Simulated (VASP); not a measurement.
# WS2: single point with PBE

WS2:

```
W S
1.0
     3.13825    0.00000    0.00000
    -1.56912    2.71780    0.00000
     0.00000    0.00000   12.36616
W S
2 4
Direct
  0.33333 0.66667 0.25000
  0.66667 0.33333 0.75000
  0.66667 0.33333 0.37712
  0.66667 0.33333 0.12288
  0.33333 0.66667 0.87712
  0.33333 0.66667 0.62288
```

This cell differs from its parent crystal: strain -1.0%.

| Property | Result |
| --- | --- |
| Program | VASP 6.6.1 |
| Task | single point |
| Functional | PBE |
| Potentials or basis | VASP PAW PBE potentials, release 64 (W_sv, S) |
| Cutoff | 520 eV |
| k mesh | 12 × 12 × 2 |
| Occupations | fermi-dirac, width 0.02 eV |
| Spin | no spin polarisation |

```
Pressure               : 5.8 GPa
Largest force          : 0.218 eV/Å
Band gap on the k mesh : 1.02 eV, indirect (least direct gap 1.90 eV)
```

Forces in eV/Å, atoms in the order of the input:
```
W    0.000  0.000  0.000
W    0.000  0.000  0.000
S    0.000  0.000  0.218
S    0.000  0.000 -0.218
S    0.000  0.000  0.218
S    0.000  0.000 -0.218
```

Stress tensor (GPa, compression positive):
```
6.17 0.00 0.00
0.00 6.17 0.00
0.00 0.00 5.17
```

Levels at points of the mesh, in eV from the valence-band top:
| k point | band 22 | band 23 | band 24 | band 25 | band 26 | band 27 | band 28 | band 29 | band 30 | band 31 |
| --- | --- | --- | --- | --- | --- | --- | --- | --- | --- | --- |
| (0.00, 0.00, 0.00) | -2.12 | -2.12 | -1.55 | -1.23 | 0.00 | 2.40 | 2.40 | 2.41 | 2.41 | 2.45 |
| (0.50, 0.00, 0.00) | -2.77 | -1.89 | -1.69 | -1.68 | -1.51 | 2.45 | 2.49 | 2.69 | 3.02 | 3.20 |
| (0.00, 0.00, 0.50) | -2.14 | -2.14 | -2.14 | -0.33 | -0.33 | 2.39 | 2.39 | 2.39 | 2.39 | 2.55 |
| (0.50, 0.00, 0.50) | -2.89 | -1.79 | -1.79 | -1.58 | -1.58 | 2.46 | 2.46 | 2.88 | 2.88 | 3.51 |

Run time: 84 s on 1 thread of Intel(R) Xeon(R) 6975P-C (Granite Rapids), on a shared host, peak memory 0.28 GiB.

Caveat: the cell differs from its parent crystal (strain -1.0%); spin-orbit coupling is left out, which moves the levels of the heavy elements; this functional lacks dispersion, which binds the layers, so the pressure and a relaxed spacing across them are unreliable. A k mesh can miss the band edges.
